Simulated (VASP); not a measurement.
# W (Im-3m) in VASP: notebook

Runs on W. Level: r2SCAN. Tasks: single point.

Program: VASP 6.6.1. These are calculated values, not measurements. Logs are shortened: lines on timing, memory, paths and dates and some standing lists are left out, and cuts for length are marked.

## (1) The cell of the first run

Symmetry: Im-3m, No. 229, cubic system. The conventional cell has a = 3.137 Å, b = 3.137 Å, c = 3.137 Å, α = 90.00°, β = 90.00°, γ = 90.00°. Within 3.6 Å of W (site symmetry m-3m) lie 14 W at 2.72 to 3.14 Å.

## (2) Single point, r2SCAN (equal strain along all axes, cell held: -1.0 %)

Contents of POSCAR:

```
W
1.0
    3.1367170595      0.0000000000      0.0000000000
    0.0000000000      3.1367170595      0.0000000000
    0.0000000000      0.0000000000      3.1367170595
W
2
Direct
    0.0000000000      0.0000000000      0.0000000000
    0.5000000000      0.5000000000      0.5000000000
```

Contents of INCAR.step1:

```
SYSTEM = W
  ALGO = Normal
  EDIFF = 1E-4
  ENCUT = 520
  GGA = PE
  ISMEAR = 0
  LASPH = .TRUE.
  LCHARG = .FALSE.
  LREAL = .FALSE.
  LWAVE = .TRUE.
  NBANDS = 21
  NELM = 60
  PREC = Accurate
  SIGMA = 0.1
```

Contents of INCAR.step2:

```
SYSTEM = W
  ALGO = Normal
  EDIFF = 1E-7
  ENCUT = 520
  ISIF = 2
  ISMEAR = 0
  ISTART = 1
  LASPH = .TRUE.
  LCHARG = .FALSE.
  LMIXTAU = .TRUE.
  LREAL = .FALSE.
  LWAVE = .FALSE.
  METAGGA = R2SCAN
  NBANDS = 21
  NELM = 60
  PREC = Accurate
  SIGMA = 0.1
```

Contents of KPOINTS:

```
k-points
0
G
  16 16 16
  0 0 0
```

Potentials or basis: VASP PAW PBE potentials, release 64 (W_sv).

On the command line:

```
$ cat potpaw_PBE.64/W_sv/POTCAR > POTCAR
$ cp INCAR.step1 INCAR
$ mpirun -np 1 vasp_std > vasp.out
$ cp INCAR.step2 INCAR
$ mpirun -np 1 vasp_std > vasp.out
```

OUTCAR:

```text
SYSTEM = W
   EDIFF = 1E-7
   ENCUT = 520
   ISIF = 2
   ISMEAR = 0
   ISTART = 1
   LASPH = .TRUE.
   LREAL = .FALSE.
   METAGGA = R2SCAN
   NELM = 60
   PREC = Accurate

 ion  position               nearest neighbor table
   1  0.000  0.000  0.000-   2 2.72   2 2.72   2 2.72   2 2.72   2 2.72   2 2.72   2 2.72   2 2.72

   2  0.500  0.500  0.500-   1 2.72   1 2.72   1 2.72   1 2.72   1 2.72   1 2.72   1 2.72   1 2.72

  LATTYP: Found a simple cubic cell.
 ALAT       =     3.1367170595

  Lattice vectors:

 A1 = (   3.1367170595,   0.0000000000,   0.0000000000)
 A2 = (   0.0000000000,   3.1367170595,   0.0000000000)
 A3 = (   0.0000000000,   0.0000000000,   3.1367170595)

Analysis of symmetry for initial positions (statically):
=====================================================================
 Subroutine PRICEL returns following result:

  LATTYP: Found a body centered cubic cell.
 ALAT       =     3.1367170595

  Lattice vectors:

 A1 = (   1.5683585298,   1.5683585298,  -1.5683585297)
 A2 = (  -1.5683585298,   1.5683585297,   1.5683585297)
 A3 = (   1.5683585298,  -1.5683585297,   1.5683585298)

   2 primitive cells build up your supercell.

 Routine SETGRP: Setting up the symmetry group for a
 simple cubic supercell.

 Subroutine GETGRP returns: Found 48 space group operations
 (whereof 48 operations were pure point group operations)
 out of a pool of 48 trial point group operations.

The static configuration has the point symmetry O_h .

Analysis of symmetry for dynamics (positions and initial velocities):
=====================================================================
 Subroutine PRICEL returns following result:

  LATTYP: Found a body centered cubic cell.
 ALAT       =     3.1367170595

  Lattice vectors:

 A1 = (   1.5683585298,   1.5683585298,  -1.5683585297)
 A2 = (  -1.5683585298,   1.5683585297,   1.5683585297)
 A3 = (   1.5683585298,  -1.5683585297,   1.5683585298)

   2 primitive cells build up your supercell.

 Routine SETGRP: Setting up the symmetry group for a
 simple cubic supercell.

 Subroutine GETGRP returns: Found 48 space group operations
 (whereof 48 operations were pure point group operations)
 out of a pool of 48 trial point group operations.

The dynamic configuration has the point symmetry O_h .

 Subroutine INISYM returns: Found 48 space group operations
 (whereof 48 operations are pure point group operations),
 and found     2 'primitive' translations

----------------------------------------------------------------------------------------

                                     Primitive cell

  volume of cell :      15.4311

  direct lattice vectors                    reciprocal lattice vectors
     1.568358530  1.568358530 -1.568358530     0.318804655  0.318804655  0.000000000
    -1.568358530  1.568358530  1.568358530    -0.000000000  0.318804655  0.318804655
     1.568358530 -1.568358530  1.568358530     0.318804655  0.000000000  0.318804655

  length of vectors
     2.716476658  2.716476658  2.716476658     0.450857867  0.450857867  0.450857867

  position of ions in fractional coordinates (direct lattice)
     0.000000000  0.000000000  0.000000000

  ion indices of the primitive-cell ions
   primitive index   ion index
                 1           1

----------------------------------------------------------------------------------------

 KPOINTS: k-points

Automatic generation of k-mesh.
 Grid dimensions read from file:
 generate k-points for:   16   16   16

 Generating k-lattice:

  Cartesian coordinates                     Fractional coordinates (reciprocal lattice)
     0.019925291  0.000000000  0.000000000     0.062500000  0.000000000  0.000000000
     0.000000000  0.019925291  0.000000000     0.000000000  0.062500000  0.000000000
     0.000000000  0.000000000  0.019925291     0.000000000  0.000000000  0.062500000

  Length of vectors
     0.019925291  0.019925291  0.019925291

  Shift w.r.t. Gamma in fractional coordinates (k-lattice)
     0.000000000  0.000000000  0.000000000

 Subroutine IBZKPT returns following result:
 ===========================================

 Found    165 irreducible k-points:

 Following reciprocal coordinates:
            Coordinates               Weight
  0.000000  0.000000  0.000000      1.000000
  0.062500  0.000000  0.000000      6.000000
  0.125000  0.000000  0.000000      6.000000
  0.187500  0.000000  0.000000      6.000000
  0.250000  0.000000  0.000000      6.000000
  0.312500  0.000000  0.000000      6.000000
[... 16 lines left out ...]
  0.437500  0.125000  0.000000     24.000000
  0.500000  0.125000  0.000000     12.000000
 [... further k-points ...]
   k-points           NKPTS =    165   k-points in BZ     NKDIM =    165   number of bands    NBANDS=     21
   number of dos      NEDOS =    301   number of ions     NIONS =      2
   total plane-waves  NPLWV =  13824
   dimension x,y,z NGX =    24 NGY =   24 NGZ =   24
[... 87 lines left out ...]
      4     -28.2416      2.00000
      5     -28.2416      2.00000
      6     -27.2343      2.00000
[... 13 lines left out ...]
     20      20.1316      0.00000
     21      21.0776      0.00000

 k-point     3 :       0.1250    0.0000    0.0000
  band No.  band energies     occupation
      1     -64.3852      2.00000
      2     -64.1125      2.00000
      3     -28.2537      2.00000
      4     -28.2113      2.00000
      5     -28.2113      2.00000
      6     -27.2976      2.00000
[... 13 lines left out ...]
     20      19.3012      0.00000
     21      22.3942      0.00000

 k-point     4 :       0.1875    0.0000    0.0000
  band No.  band energies     occupation
      1     -64.3699      2.00000
      2     -64.1244      2.00000
      3     -28.2517      2.00000
      4     -28.1622      2.00000
      5     -28.1622      2.00000
      6     -27.3953      2.00000
[... 13 lines left out ...]
     20      18.2572      0.00000
     21      23.9737      0.00000

 k-point     5 :       0.2500    0.0000    0.0000
  band No.  band energies     occupation
      1     -64.3495      2.00000
      2     -64.1406      2.00000
      3     -28.2416      2.00000
      4     -28.0962      2.00000
      5     -28.0962      2.00000
      6     -27.5172      2.00000
[... 13 lines left out ...]
     20      17.2260      0.00000
     21      25.6879      0.00000

 k-point     6 :       0.3125    0.0000    0.0000
  band No.  band energies     occupation
      1     -64.3251      2.00000
      2     -64.1609      2.00000
      3     -28.2178      2.00000
      4     -28.0160      2.00000
      5     -28.0160      2.00000
      6     -27.6518      2.00000
[... 13 lines left out ...]
     20      16.3757      0.00000
     21      27.4795      0.00000

 k-point     7 :       0.3750    0.0000    0.0000
  band No.  band energies     occupation
      1     -64.2979      2.00000
      2     -64.1847      2.00000
      3     -28.1754      2.00000
      4     -27.9248      2.00000
      5     -27.9248      2.00000
      6     -27.7873      2.00000
[... 13 lines left out ...]
     20      15.8326      0.00000
     21      28.3260      0.00000
[... 291 lines left out ...]
      1     -64.3399      2.00000
      2     -64.1469      2.00000
      3     -28.3616      2.00000
      4     -28.0656      2.00000
      5     -27.9548      2.00000
      6     -27.7046      2.00000
[... 13 lines left out ...]
     20      18.4673      0.00000
     21      24.1632      0.00000

 k-point    21 :       0.3125    0.1250    0.0000
  band No.  band energies     occupation
      1     -64.3172      2.00000
      2     -64.1655      2.00000
      3     -28.3568      2.00000
      4     -27.9907      2.00000
      5     -27.8651      2.00000
      6     -27.8443      2.00000
[... 13 lines left out ...]
     20      17.4015      0.00000
     21      25.5190      0.00000

 k-point    22 :       0.3750    0.1250    0.0000
  band No.  band energies     occupation
      1     -64.2918      2.00000
      2     -64.1873      2.00000
      3     -28.3302      2.00000
      4     -27.9790      2.00000
      5     -27.9058      2.00000
      6     -27.7696      2.00000
[... 13 lines left out ...]
     20      16.5460      0.00000
     21      26.4203      0.00000

 k-point    23 :       0.4375    0.1250    0.0000
  band No.  band energies     occupation
      1     -64.2650      2.00000
      2     -64.2117      2.00000
      3     -28.2788      2.00000
      4     -28.1004      2.00000
      5     -27.8142      2.00000
      6     -27.6713      2.00000
[... 13 lines left out ...]
     20      16.0022      0.00000
     21      26.5714      0.00000

 k-point    24 :       0.5000    0.1250    0.0000
  band No.  band energies     occupation
      1     -64.2379      2.00000
      2     -64.2379      2.00000
      3     -28.2017      2.00000
      4     -28.2017      2.00000
      5     -27.7198      2.00000
      6     -27.7198      2.00000
[... 13 lines left out ...]
     20      15.7598      0.00000
     21      26.5065      0.00000

 [... further k-points ...]

------------------------ aborting loop because EDIFF is reached ----------------------------------------

  FORCE on cell =-STRESS in cart. coord.  units (eV):
  Direction    XX          YY          ZZ          XY          YZ          ZX
  --------------------------------------------------------------------------------------
  -------------------------------------------------------------------------------------
  Total        2.2720732      2.2720732      2.2720732     -0.0000000      0.0000000      0.0000000
  in kB      117.9524204    117.9524204    117.9524204     -0.0000000      0.0000000      0.0000000
  external PRESSURE =     117.9524204 kB  Pullay stress =       0.0000000 kB

 VOLUME and BASIS-vectors are now :
 -----------------------------------------------------------------------------
  energy-cutoff  :      520.00
  volume of cell :       30.86
      direct lattice vectors                 reciprocal lattice vectors
     3.136717060  0.000000000  0.000000000     0.318804655  0.000000000  0.000000000
     0.000000000  3.136717060  0.000000000     0.000000000  0.318804655  0.000000000
     0.000000000  0.000000000  3.136717060     0.000000000  0.000000000  0.318804655

 POSITION                                       TOTAL-FORCE (eV/Angst)
 -----------------------------------------------------------------------------------
      0.00000      0.00000      0.00000         0.000000      0.000000      0.000000
      1.56836      1.56836      1.56836        -0.000000     -0.000000     -0.000000
 -----------------------------------------------------------------------------------
    total drift:                                0.000000      0.000000     -0.000000

  FREE ENERGIE OF THE ION-ELECTRON SYSTEM (eV)
  ---------------------------------------------------
  free  energy   TOTEN  =      -102.6635668785 eV

  energy  without entropy=     -102.6570463985  energy(sigma->0) =     -102.66030664
```

It took 1.7 min on 1 thread of Intel Xeon Platinum 8559C (Emerald Rapids), shared host; peak memory 0.2 GiB.

What came out:

| Property | Result |
| --- | --- |
| Free energy | -102.6636 eV |
| Pressure | 11.8 GPa |
| Band gap on the k mesh | zero (bands 14 and 15 overlap by 1.24 eV) |

Levels at points of the mesh, in eV from the Fermi level:
| k point | band 12 | band 13 | band 14 | band 15 | band 16 | band 17 |
| --- | --- | --- | --- | --- | --- | --- |
| (0.00, 0.00, 0.00) | -1.37 | -1.37 | -1.37 | 2.58 | 2.58 | 5.50 |
| (0.50, 0.00, 0.00) | -3.01 | -0.65 | -0.65 | -0.65 | -0.65 | 1.41 |
| (0.50, 0.50, 0.00) | -3.93 | 0.59 | 0.59 | 2.44 | 2.44 | 3.53 |
| (0.50, 0.50, 0.50) | -3.29 | -3.29 | -3.29 | 3.71 | 3.71 | 3.71 |

Caveat: the cell differs from its parent crystal (equal strain along all axes, cell held: -1.0 %); the cell stands under pressure; the PAW data sets were made with another functional, which shifts forces and pressure a little; spin-orbit coupling is left out, which moves the levels of the heavy elements.

## (3) Single point, r2SCAN

This run uses another cell than the first one, of 15.90 Å³/atom.

Contents of POSCAR:

```
W
1.0
    3.1684010702      0.0000000000      0.0000000000
    0.0000000000      3.1684010702      0.0000000000
    0.0000000000      0.0000000000      3.1684010702
W
2
Direct
    0.0000000000      0.0000000000      0.0000000000
    0.5000000000      0.5000000000      0.5000000000
```

Contents of INCAR.step1:

```
PREC = Accurate ; ENCUT = 520
ISMEAR = 0 ; SIGMA = 0.1
LREAL = F ; LASPH = T
NELM = 80 ; NBANDS = 21
GGA = PE ; ALGO = Normal
EDIFF = 1E-4 ; LWAVE = T
LCHARG = F
```

Contents of INCAR.step2:

```
PREC = Accurate ; ENCUT = 520
EDIFF = 1E-6 ; ISMEAR = 0
SIGMA = 0.1 ; LREAL = F
LASPH = T ; NELM = 80
ALGO = Normal ; ISIF = 2
LWAVE = F ; LCHARG = T
METAGGA = R2SCAN ; LMIXTAU = T
LELF = T ; LVHAR = T
NBANDS = 21 ; ISTART = 1
```

Contents of KPOINTS:

```
regular mesh
0
Gamma
  16 16 16
```

Potentials or basis: VASP PAW PBE potentials, release 64 (W_sv).

On the command line:

```
$ cat potpaw_PBE.64/W_sv/POTCAR > POTCAR
$ cp INCAR.step1 INCAR
$ mpirun -np 1 vasp_std > vasp.out
$ cp INCAR.step2 INCAR
$ mpirun -np 1 vasp_std > vasp.out
```

Run time: 99 s. Hardware: 1 thread of Intel Xeon Platinum 8559C (Emerald Rapids), shared host; peak memory 0.21 GiB.

Results (log left out):

```
Free energy            : -102.7023 eV
Pressure               : 1.4 GPa
Band gap on the k mesh : zero (bands 14 and 15 overlap by 1.10 eV)
```

Levels at points of the mesh, in eV from the Fermi level:
```tsv
k point	band 12	band 13	band 14	band 15	band 16	band 17
(0.00, 0.00, 0.00)	-1.31	-1.31	-1.31	2.52	2.52	5.28
(0.50, 0.00, 0.00)	-2.83	-0.62	-0.62	-0.62	-0.62	1.38
(0.50, 0.50, 0.00)	-3.77	0.48	0.48	2.36	2.36	3.41
(0.50, 0.50, 0.50)	-3.21	-3.21	-3.21	3.58	3.58	3.58
```

Caveat: the PAW data sets were made with another functional, which shifts forces and pressure a little; spin-orbit coupling is left out, which moves the levels of the heavy elements.

## (4) Single point, r2SCAN (equal strain along all axes, cell held: +1.0 %)

Contents of POSCAR:

```
W
1.0
    3.2000850809      0.0000000000      0.0000000000
    0.0000000000      3.2000850809      0.0000000000
    0.0000000000      0.0000000000      3.2000850809
W
2
Direct
    0.0000000000      0.0000000000      0.0000000000
    0.5000000000      0.5000000000      0.5000000000
```

Contents of INCAR.step1:

```
SYSTEM = W
ALGO     = Normal         ! electronic algorithm
EDIFF    = 1E-4           ! SCF threshold, eV
ENCUT    = 520            ! plane-wave cutoff, eV
GGA      = PE             ! functional
ISMEAR   = 0              ! smearing method
LASPH    = .TRUE.         ! aspherical terms in the spheres
LCHARG   = .FALSE.        ! write CHGCAR
LREAL    = .FALSE.        ! projectors in reciprocal space
LWAVE    = .TRUE.         ! write WAVECAR
NBANDS   = 21             ! bands
NELM     = 80             ! most SCF steps
PREC     = Accurate       ! precision mode
SIGMA    = 0.1            ! smearing width, eV
```

Contents of INCAR.step2:

```
SYSTEM = W
ALGO     = Normal         ! electronic algorithm
EDIFF    = 1E-7           ! SCF threshold, eV
ENCUT    = 520            ! plane-wave cutoff, eV
ISIF     = 2              ! what is computed and relaxed
ISMEAR   = 0              ! smearing method
ISTART   = 1            
LASPH    = .TRUE.         ! aspherical terms in the spheres
LCHARG   = .FALSE.        ! write CHGCAR
LMIXTAU  = .TRUE.       
LREAL    = .FALSE.        ! projectors in reciprocal space
LWAVE    = .FALSE.        ! write WAVECAR
METAGGA  = R2SCAN         ! meta-GGA
NBANDS   = 21             ! bands
NELM     = 80             ! most SCF steps
PREC     = Accurate       ! precision mode
SIGMA    = 0.1            ! smearing width, eV
```

Contents of KPOINTS:

```
k-points
0
G
  16 16 16
  0 0 0
```

On the command line:

```
$ cat potpaw_PBE.64/W_sv/POTCAR > POTCAR
$ cp INCAR.step1 INCAR
$ mpirun -np 1 vasp_std > vasp.out
$ cp INCAR.step2 INCAR
$ mpirun -np 1 vasp_std > vasp.out
```

Wall time 93 s (1 thread of Intel Xeon Platinum 8559C (Emerald Rapids), shared host); peak memory 0.21 GiB.

It converged, with:

- Free energy: -102.6834 eV
- Pressure: -7.7 GPa
- Band gap on the k mesh: zero (bands 14 and 15 overlap by 0.98 eV)

Levels at points of the mesh, in eV from the Fermi level:
```tsv
k point	band 12	band 13	band 14	band 15	band 16	band 17
(0.00, 0.00, 0.00)	-1.25	-1.25	-1.25	2.46	2.46	5.07
(0.50, 0.00, 0.00)	-2.67	-0.59	-0.59	-0.59	-0.59	1.34
(0.50, 0.50, 0.00)	-3.61	0.39	0.39	2.28	2.28	3.29
(0.50, 0.50, 0.50)	-3.13	-3.13	-3.13	3.45	3.45	3.45
```

Caveat: the cell differs from its parent crystal (equal strain along all axes, cell held: +1.0 %); the cell stands under tension; the PAW data sets were made with another functional, which shifts forces and pressure a little; spin-orbit coupling is left out, which moves the levels of the heavy elements.

## (5) Single point, r2SCAN (equal strain along all axes, cell held: +2.0 %)

Contents of POSCAR:

```
W
1.0
    3.2317690916      0.0000000000      0.0000000000
    0.0000000000      3.2317690916      0.0000000000
    0.0000000000      0.0000000000      3.2317690916
W
2
Direct
    0.0000000000      0.0000000000      0.0000000000
    0.5000000000      0.5000000000      0.5000000000
```

Contents of INCAR.step1:

```
SYSTEM = W
  PREC = Accurate
  ENCUT = 520
  ISMEAR = 0
  SIGMA = 0.1
  LREAL = .False.
  LASPH = .True.
  NELM = 100
  NBANDS = 21
  GGA = PE
  ALGO = Normal
  EDIFF = 1E-4
  LWAVE = .True.
  LCHARG = .False.
```

Contents of INCAR.step2:

```
SYSTEM = W
  PREC = Accurate
  ENCUT = 520
  EDIFF = 1E-6
  ISMEAR = 0
  SIGMA = 0.1
  LREAL = .False.
  LASPH = .True.
  NELM = 100
  ALGO = Normal
  ISIF = 2
  LWAVE = .False.
  LCHARG = .True.
  METAGGA = R2SCAN
  LMIXTAU = .True.
  LELF = .True.
  LVHAR = .True.
  NBANDS = 21
  ISTART = 1
```

Contents of KPOINTS:

```
Automatic mesh
0
Gamma
  16 16 16
  0 0 0
```

On the command line:

```
$ cat potpaw_PBE.64/W_sv/POTCAR > POTCAR
$ cp INCAR.step1 INCAR
$ mpirun -np 1 vasp_std > vasp.out
$ cp INCAR.step2 INCAR
$ mpirun -np 1 vasp_std > vasp.out
```

Wall time 94 s (1 thread of Intel Xeon Platinum 8559C (Emerald Rapids), shared host); peak memory 0.21 GiB.

It converged, with:

* Free energy: -102.6117 eV
* Pressure: -15.6 GPa
* Band gap on the k mesh: zero (bands 14 and 15 overlap by 0.89 eV)

Levels at points of the mesh, in eV from the Fermi level:
```
           k point  band 12  band 13  band 14  band 15  band 16  band 17
(0.00, 0.00, 0.00)    -1.21    -1.21    -1.21     2.40     2.40     4.86
(0.50, 0.00, 0.00)    -2.52    -0.57    -0.57    -0.57    -0.57     1.29
(0.50, 0.50, 0.00)    -3.47     0.31     0.31     2.20     2.20     3.17
(0.50, 0.50, 0.50)    -3.05    -3.05    -3.05     3.33     3.33     3.33
```

Caveat: the cell differs from its parent crystal (equal strain along all axes, cell held: +2.0 %); the cell stands under tension; the PAW data sets were made with another functional, which shifts forces and pressure a little; spin-orbit coupling is left out, which moves the levels of the heavy elements.

## (6) Overview

| cell | gap on the mesh (eV) | pressure (GPa) |
| --- | --- | --- |
| a = 3.137 Å, 2 atoms | none | 11.8 |
| a = 3.168 Å, 2 atoms | none | 1.4 |
| a = 3.200 Å, 2 atoms | none | -7.7 |
| a = 3.232 Å, 2 atoms | none | -15.6 |

Alike in all rows: task single point; level r2SCAN; potentials or basis VASP PAW PBE potentials, release 64 (W_sv); no spin polarisation; k mesh 16 × 16 × 16; cutoff (eV) 520; smearing gaussian 0.1 eV.

Caveats: the PAW data sets were made with another functional, which shifts forces and pressure a little; spin-orbit coupling is left out, which moves the levels of the heavy elements; the cell stands under tension (at least some runs); the cell stands under pressure (at least some runs).

Absolute energies hang on the potentials; compare differences alone.
